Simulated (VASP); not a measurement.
# EuO (Fm-3m) in VASP: single point with PBE

Aim: the single point of EuO with PBE.

All numbers are computed with VASP 6.6.1; they aren't measurements. Logs are shortened: lines on timing, memory, paths and dates and some standing lists are left out, and cuts for length are marked.

### Step 1. The cell of the first run

The structure is cubic, space group Fm-3m (No. 225). Conventional cell: a = 5.144 Å, b = 5.144 Å, c = 5.144 Å, α = 90.00°, β = 90.00°, γ = 90.00°. Within 3.4 Å of Eu (site symmetry m-3m) lie 6 O at 2.57 Å. O (site symmetry m-3m) has 6 Eu at 2.57 Å within 3.4 Å.

### Step 2. Single point, PBE, collinear spin, ferromagnetic start

INCAR reads:

```
PREC     = Accurate       # precision mode
ENCUT    = 600            # plane-wave cutoff, eV
EDIFF    = 1E-6           # SCF threshold, eV
ISMEAR   = 0              # smearing method
SIGMA    = 0.05           # smearing width, eV
LREAL    = False          # projectors in reciprocal space
LASPH    = True           # aspherical terms in the spheres
NELM     = 200            # most SCF steps
ALGO     = Normal         # electronic algorithm
ISIF     = 2              # what is computed and relaxed
LWAVE    = False          # write WAVECAR
LCHARG   = False          # write CHGCAR
ISPIN    = 2              # spin polarisation
MAGMOM   = 7 0            # initial moments
LORBIT   = 11             # projections on sites
LMAXMIX  = 6              # l up to which the mixer works
GGA      = PE             # functional
NBANDS   = 22             # bands
GGA_COMPAT= False
```

KPOINTS reads:

```
Automatic mesh
0
Gamma
  8 8 8
```

POSCAR reads:

```
EuO
1.0
    0.0000000000      2.5719519658      2.5719519658
    2.5719519658      0.0000000000      2.5719519658
    2.5719519658      2.5719519658      0.0000000000
Eu O
1 1
Direct
    0.5000000000      0.5000000000      0.5000000000
    0.0000000000      0.0000000000      0.0000000000
```

Potentials or basis: VASP PAW PBE potentials, release 64 (Eu, O).

Command:

```
cat potpaw_PBE.64/Eu/POTCAR potpaw_PBE.64/O/POTCAR > POTCAR
mpirun -np 1 vasp_std > vasp.out
```

OUTCAR:

```text
PREC = Accurate
   ENCUT = 600
   EDIFF = 1E-6
   ISMEAR = 0
   LREAL = False
   LASPH = True
   NELM = 200
   ISIF = 2
   ISPIN = 2
   LORBIT = 11
   GGA = PE

 ion  position               nearest neighbor table
   1  0.500  0.500  0.500-   2 2.57   2 2.57   2 2.57   2 2.57   2 2.57   2 2.57
   2  0.000  0.000  0.000-   1 2.57   1 2.57   1 2.57   1 2.57   1 2.57   1 2.57

  LATTYP: Found a face centered cubic cell.
 ALAT       =     5.1439039316

  Lattice vectors:

 A1 = (   0.0000000000,   2.5719519658,   2.5719519658)
 A2 = (   2.5719519658,   0.0000000000,   2.5719519658)
 A3 = (   2.5719519658,   2.5719519658,   0.0000000000)

Analysis of symmetry for initial positions (statically):
=====================================================================
 Subroutine PRICEL returns:
 Original cell was already a primitive cell.

 Routine SETGRP: Setting up the symmetry group for a
 face centered cubic supercell.

 Subroutine GETGRP returns: Found 48 space group operations
 (whereof 48 operations were pure point group operations)
 out of a pool of 48 trial point group operations.

The static configuration has the point symmetry O_h .

Analysis of symmetry for dynamics (positions and initial velocities):
=====================================================================
 Subroutine PRICEL returns:
 Original cell was already a primitive cell.

 Routine SETGRP: Setting up the symmetry group for a
 face centered cubic supercell.

 Subroutine GETGRP returns: Found 48 space group operations
 (whereof 48 operations were pure point group operations)
 out of a pool of 48 trial point group operations.

The dynamic configuration has the point symmetry O_h .

Analysis of structural, dynamic, and magnetic symmetry:
=====================================================================
 Subroutine PRICEL returns:
 Original cell was already a primitive cell.

 Routine SETGRP: Setting up the symmetry group for a
 face centered cubic supercell.

 Subroutine GETGRP returns: Found 48 space group operations
 (whereof 48 operations were pure point group operations)
 out of a pool of 48 trial point group operations.

The overall configuration has the point symmetry O_h .

 Subroutine INISYM returns: Found 48 space group operations
 (whereof 48 operations are pure point group operations),
 and found     1 'primitive' translations

----------------------------------------------------------------------------------------

                                     Primitive cell

  volume of cell :      34.0266

  direct lattice vectors                    reciprocal lattice vectors
     0.000000000  2.571951966  2.571951966    -0.194404875  0.194404875  0.194404875
     2.571951966  0.000000000  2.571951966     0.194404875 -0.194404875  0.194404875
     2.571951966  2.571951966  0.000000000     0.194404875  0.194404875 -0.194404875

  length of vectors
     3.637289352  3.637289352  3.637289352     0.336719120  0.336719120  0.336719120

  position of ions in fractional coordinates (direct lattice)
     0.500000000  0.500000000  0.500000000
     0.000000000  0.000000000  0.000000000

  ion indices of the primitive-cell ions
   primitive index   ion index
                 1           1
                 2           2

----------------------------------------------------------------------------------------

 KPOINTS: Automatic mesh

Automatic generation of k-mesh.
 Grid dimensions read from file:
 generate k-points for:    8    8    8

 Generating k-lattice:

  Cartesian coordinates                     Fractional coordinates (reciprocal lattice)
    -0.024300609  0.024300609  0.024300609     0.125000000  0.000000000  0.000000000
     0.024300609 -0.024300609  0.024300609     0.000000000  0.125000000  0.000000000
     0.024300609  0.024300609 -0.024300609     0.000000000  0.000000000  0.125000000

  Length of vectors
     0.042089890  0.042089890  0.042089890

  Shift w.r.t. Gamma in fractional coordinates (k-lattice)
     0.000000000  0.000000000  0.000000000

 Subroutine IBZKPT returns following result:
 ===========================================

 Found     29 irreducible k-points:

 Following reciprocal coordinates:
            Coordinates               Weight
  0.000000  0.000000  0.000000      1.000000
  0.125000  0.000000  0.000000      8.000000
  0.250000  0.000000  0.000000      8.000000
  0.375000  0.000000  0.000000      8.000000
  0.500000  0.000000  0.000000      4.000000
  0.125000  0.125000  0.000000      6.000000
[... 16 lines left out ...]
  0.500000  0.250000  0.125000     48.000000
 -0.375000  0.250000  0.125000     24.000000
 [... further k-points ...]
   k-points           NKPTS =     29   k-points in BZ     NKDIM =     29   number of bands    NBANDS=     22
   number of dos      NEDOS =    301   number of ions     NIONS =      2
   total plane-waves  NPLWV =  27000
   dimension x,y,z NGX =    30 NGY =   30 NGZ =   30
   dimension x,y,z NGXF=    60 NGYF=   60 NGZF=   60
   ions per type =               1   1
   NGX,Y,Z   is equivalent  to a cutoff of  13.71, 13.71, 13.71 a.u.
   NGXF,Y,Z  is equivalent  to a cutoff of  27.42, 27.42, 27.42 a.u.
 SYSTEM =  unknown system
   PREC   = accura    normal or accurate (medium, high low for compatibility)
   ISTART =      0    job   : 0-new  1-cont  2-samecut
   ICHARG =      2    charge: 1-file 2-atom 10-const
   ISPIN  =      2    spin polarized calculation?
   LNONCOLLINEAR =      F non collinear calculations
   LSORBIT =      F    spin-orbit coupling
   LASPH  =      T    aspherical Exc in radial PAW
   ENCUT  =  600.0 eV  44.10 Ry    6.64 a.u.   7.26  7.26  7.26*2*pi/ulx,y,z
   NELM   =    200;   NELMIN=  2; NELMDL= -5     # of ELM steps
   EDIFF  = 0.1E-05   stopping-criterion for ELM
   LREAL  =      F    real-space projection
   EDIFFG = 0.1E-04   stopping-criterion for IOM
   NSW    =      0    number of steps for IOM
   IBRION =     -1    ionic relax: 0-MD 1-quasi-New 2-CG
   NFREE  =      0    steps in history (QN), initial steepest desc. (CG)
   ISIF   =      2    stress and relaxation
   ISYM   =      2    0-nonsym 1-usesym 2-fastsym
   POTIM  = 0.5000    time-step for ionic-motion
   TEBEG  =    0.0;   TEEND  =   0.0 temperature during run
   PSTRESS=    0.0 pullay stress
   NELECT =      23.0000    total number of electrons
   NUPDOWN=      -1.0000    fix difference up-down
   EMIN   =  10.00;   EMAX   =-10.00  energy-range for DOS
   EFERMI =   0.00;   METHOD = LEGACY
   ISMEAR =     0;   SIGMA  =   0.05  broadening in eV -4-tet -1-fermi 0-gaus
   EFERMI_NEDOS =   21; number of points for ismear=-14 and -15
   IALGO  =     38    algorithm
   IMIX   =      4    mixing-type and parameters
     AMIX     =   0.40;   BMIX     =  1.00
     AMIX_MAG =   1.60;   BMIX_MAG =  1.00
  volume/ion in A,a.u.               =      17.01       114.81
  Fermi-wavevector in a.u.,A,eV,Ry     =   1.436739  2.715043 28.085410  2.064219
  Thomas-Fermi vector in A             =   2.555894
   LORBIT       =     11    0 simple, 1 ext, 2 COOP (PROOUT), +10 PAW based schemes
   GGA     = PE    functional components
   LHFCALC =     F    Hartree Fock is set to
   AEXX    =    0.0000 exact exchange contribution
   IVDW    =     0    specifies the selected vdW correction
   LEPSILON=     F    determine dielectric tensor
   LRPA    =     F    only Hartree local field effects (RPA)
 spin polarized calculation
 Gauss-broadening in eV      SIGMA  =   0.05
  energy-cutoff  :      600.00
  volume of cell :       34.03
 maximum number of plane-waves:      1158
 NGX is ok and might be reduce to    30
   NGX = 15   NGY = 15   NGZ = 15

 number of electron      22.9999999 magnetization       6.9844381

 Free energy of the ion-electron system (eV)
  ---------------------------------------------------
  ext. energy  EPLUGINS =         0.00000000
  ---------------------------------------------------
  free energy    TOTEN  =       -22.02069220 eV

  energy without entropy =      -22.01948343  energy(sigma->0) =      -22.02008781

 E-fermi :   4.7199     XC(G=0): -10.8603

 val. band max:        4.7136752617   @ k =   0.1250   0.1250   0.0000
 cond. band min:       4.7551194186   @ k =   0.3750   0.3750   0.0000
 fundamental gap:      0.0414441570
 Fermi energy:         4.7198940544

 spin component 1

 k-point     1 :       0.0000    0.0000    0.0000
  band No.  band energies     occupation
      1     -36.8129      1.00000
      2     -15.2167      1.00000
      3     -15.2167      1.00000
      4     -15.2167      1.00000
      5     -14.0325      1.00000
      6       0.8346      1.00000
[... 14 lines left out ...]
     21       8.5541      0.00000
     22      13.7422      0.00000
[... 552 lines left out ...]
  band No.  band energies     occupation
      1     -36.7058      1.00000
      2     -16.6106      1.00000
      3     -15.5811      1.00000
      4     -15.4175      1.00000
      5     -12.9403      1.00000
      6      -0.7282      1.00000
[... 14 lines left out ...]
     21      13.5916      0.00000
     22      13.9015      0.00000

 [... further k-points ...]

 spin component 2

 k-point     1 :       0.0000    0.0000    0.0000
  band No.  band energies     occupation
      1     -33.7552      1.00000
      2     -14.1162      1.00000
      3     -12.9127      1.00000
      4     -12.9127      1.00000
      5     -12.9127      1.00000
      6       0.9011      1.00000
[... 14 lines left out ...]
     21       9.6783      0.00000
     22      15.7142      0.00000
[... 552 lines left out ...]
  band No.  band energies     occupation
      1     -33.6170      1.00000
      2     -15.3751      1.00000
      3     -13.3529      1.00000
      4     -13.1756      1.00000
      5     -12.0830      1.00000
      6      -0.4915      1.00000
[... 14 lines left out ...]
     21      15.0480      0.00000
     22      15.1830      0.00000

 [... further k-points ...]

------------------------ aborting loop because EDIFF is reached ----------------------------------------

  FORCE on cell =-STRESS in cart. coord.  units (eV):
  Direction    XX          YY          ZZ          XY          YZ          ZX
  --------------------------------------------------------------------------------------
  -------------------------------------------------------------------------------------
  Total       -0.9314273     -0.9314273     -0.9314273     -0.0000000      0.0000000      0.0000000
  in kB      -43.8572094    -43.8572094    -43.8572094     -0.0000000      0.0000000      0.0000000
  external PRESSURE =     -43.8572094 kB  Pullay stress =       0.0000000 kB

 VOLUME and BASIS-vectors are now :
 -----------------------------------------------------------------------------
  energy-cutoff  :      600.00
  volume of cell :       34.03
      direct lattice vectors                 reciprocal lattice vectors
     0.000000000  2.571951966  2.571951966    -0.194404875  0.194404875  0.194404875
     2.571951966  0.000000000  2.571951966     0.194404875 -0.194404875  0.194404875
     2.571951966  2.571951966  0.000000000     0.194404875  0.194404875 -0.194404875

 POSITION                                       TOTAL-FORCE (eV/Angst)
 -----------------------------------------------------------------------------------
      2.57195      2.57195      2.57195         0.000000     -0.000000     -0.000000
      0.00000      0.00000      0.00000        -0.000000      0.000000      0.000000
 -----------------------------------------------------------------------------------
    total drift:                                0.000000     -0.000000      0.000000

  FREE ENERGIE OF THE ION-ELECTRON SYSTEM (eV)
  ---------------------------------------------------
  free  energy   TOTEN  =       -22.0206921957 eV

  energy  without entropy=      -22.0194834323  energy(sigma->0) =      -22.02008781

 total charge

# of ion       s       p       d       f       tot
--------------------------------------------------
    1        2.031   5.764   0.388   6.620  14.803
    2        1.551   3.393   0.000   0.000   4.944
--------------------------------------------------
tot          3.582   9.157   0.388   6.620  19.747

 magnetization (x)

# of ion       s       p       d       f       tot
--------------------------------------------------
    1       -0.012  -0.106   0.145   6.570   6.597
    2       -0.004  -0.093   0.000   0.000  -0.097
--------------------------------------------------
tot         -0.016  -0.199   0.145   6.570   6.500
```

It took 2.3 min on 1 thread of AMD EPYC 7R43 (Zen 3), shared host; peak memory 0.19 GiB.

What came out:

* Free energy: -22.0207 eV
* Pressure: -4.4 GPa
* Band gap on the k mesh: zero (filled and empty bands overlap)
* Net moment: 6.98 μB per cell
* Site moments: Eu +6.60; O -0.10 μB
* Valence electrons inside the program's atomic spheres: Eu 14.80; O 4.94

Caveat: the cell stands under tension; spin-orbit coupling is left out, which moves the levels of the heavy elements; a cell with one magnetic atom can't hold antiferromagnetic order, which such compounds often take; semilocal functionals describe open f shells poorly, which spoils levels, moments and volumes. The state reached can hang on the start; a lower one may exist.
